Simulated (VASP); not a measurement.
Write the native input for VASP 6.6.1 that does the following.

```yaml
Task: single point
Functional: r2SCAN
Potentials_or_basis: VASP PAW PBE potentials, release 64 (Rh_sv_GW)
Cutoff: 680 eV
k_mesh: 8 × 8 × 8
Occupations: gaussian, width 0.15 eV
Spin: no spin polarisation
Dipole_correction: no
Further_INCAR_settings: ALGO = Normal; EDIFF = 1e-06; NBANDS = 14
```

The system is Rh.

```
Rh
1.0
    -0.20074    1.80666    1.80666
     1.80666   -0.20074    1.80666
     1.80666    1.80666   -0.20074
Rh
1
Direct
  0.00000 0.00000 0.00000
```

This cell differs from its parent crystal: ratio of the length along [111] to the lengths across it x 0.85, volume and fractional coordinates fixed.

One way to write it, as run:

POSCAR

```
Rh
1.0
   -0.2007403949      1.8066635540      1.8066635540
    1.8066635540     -0.2007403949      1.8066635540
    1.8066635540      1.8066635540     -0.2007403949
Rh
1
Direct
    0.0000000000      0.0000000000      0.0000000000
```

INCAR.step1

```
SYSTEM = Rh
  PREC = Accurate
  ENCUT = 680
  ISMEAR = 0
  SIGMA = 0.15
  LREAL = .False.
  LASPH = .True.
  NELM = 120
  NBANDS = 14
  GGA = PE
  ALGO = Normal
  EDIFF = 1E-5
  LWAVE = .True.
  LCHARG = .False.
  GGA_COMPAT = .False.
```

INCAR.step2

```
SYSTEM = Rh
  PREC = Accurate
  ENCUT = 680
  EDIFF = 1E-6
  ISMEAR = 0
  SIGMA = 0.15
  LREAL = .False.
  LASPH = .True.
  NELM = 120
  ALGO = Normal
  ISIF = 2
  LWAVE = .False.
  LCHARG = .True.
  METAGGA = R2SCAN
  LMIXTAU = .True.
  LELF = .True.
  LVHAR = .True.
  NBANDS = 14
  ISTART = 1
  GGA_COMPAT = .False.
```

KPOINTS

```
Automatic mesh
0
Gamma
  8 8 8
  0 0 0
```

Potentials or basis: VASP PAW PBE potentials, release 64 (Rh_sv_GW).

The run is started by

```sh
$ cat potpaw_PBE.64/Rh_sv_GW/POTCAR > POTCAR
$ cp INCAR.step1 INCAR
$ mpirun -np 1 vasp_std > vasp.out
$ cp INCAR.step2 INCAR
$ mpirun -np 1 vasp_std > vasp.out
```

Results of the run:

| Quantity | Value |
| --- | --- |
| Pressure | 8.9 GPa |
| Band gap on the k mesh | zero (an odd number of electrons rules out a gap without spin polarisation) |

Caveat: the cell stands under pressure; the PAW data sets were made with another functional, which shifts forces and pressure a little.

Wall time 47 s on 1 thread of AMD EPYC 9R45 96-Core Processor (Zen 5) (shared host), peak memory 0.13 GiB.
